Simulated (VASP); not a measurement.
Input of a VASP 6.6.1 run:

File INCAR:

```
PREC = Accurate
ENCUT = 520
EDIFF = 1E-7
ISMEAR = -1
SIGMA = 0.02
LREAL = False
LASPH = True
NELM = 120
ALGO = Normal
ISIF = 2
LWAVE = False
LCHARG = False
GGA = PE
IBRION = 2
NSW = 80
EDIFFG = -0.02
GGA_COMPAT = False
NELMIN = 4
```

File KPOINTS:

```
Automatic mesh
0
Gamma
  11 11 6
```

The input POSCAR:

```
GaN
1.0
    3.1800000000      0.0000000000      0.0000000000
   -1.5900000000      2.7539607840      0.0000000000
    0.0000000000      0.0000000000      5.0110200000
Ga N
2 2
Direct
    0.3333333333      0.6666666667      0.0039408785
    0.6666666667      0.3333333333      0.5039408785
    0.3333333333      0.6666666667      0.3810591215
    0.6666666667      0.3333333333      0.8810591215
```

Potentials or basis: VASP PAW PBE potentials, release 64 (Ga_d, N).

Command:

```bash
$ cat potpaw_PBE.64/Ga_d/POTCAR potpaw_PBE.64/N/POTCAR > POTCAR
$ mpirun -np 1 vasp_std > vasp.out
```

(1) What does it give for the energy gained by relaxing?

(2) Predict the band gap on the k mesh.

## Answers

(1) 3.3 meV/atom.

(2) 2.13 eV.

Caveat: the cell differs from its parent crystal (z stretched by -3 %).
